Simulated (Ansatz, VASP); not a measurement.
**BaZrO3: VASP beside Ansatz**

```xyz
5
Lattice="4.3315 0.0000 0.0000 0.0000 4.3315 0.0000 0.0000 0.0000 4.3315" Properties=species:S:1:pos:R:3 pbc="T T T"
Ba    0.0000    0.0000    0.0000
Zr    2.1658    2.1658    2.1658
O     2.1658    2.1658    0.0000
O     2.1658    0.0000    2.1658
O     0.0000    2.1658    2.1658
```

Change from the starting cell: hydrostatic strain +3.0%.

Alike in both runs: task single point; functional r2SCAN; k mesh 6 × 6 × 6; non-collinear spin, spin-orbit coupling.

|  | VASP | Ansatz |
| --- | --- | --- |
| version | VASP 6.6.1 | Ansatz 0.2.0 |
| potentials or method | VASP PAW PBE potentials, release 64 (Ba_sv, Zr_sv, O) | plane waves, PAW |
| plane-wave cutoff (eV) | 520 | 500 |
| occupations | gaussian, width 0.01 eV | fixed |
| valence electrons in the cell | 40 | 40 |

VASP gave:

```
pressure (GPa)           : -11.2
net moment per atom (μB) : 0.00
```

Task: Estimate Ansatz's values.

Result: Pressure (GPa): -12.0; net moment per atom (μB): 0.00.

VASP's potentials were made for PBE, not for r2SCAN.
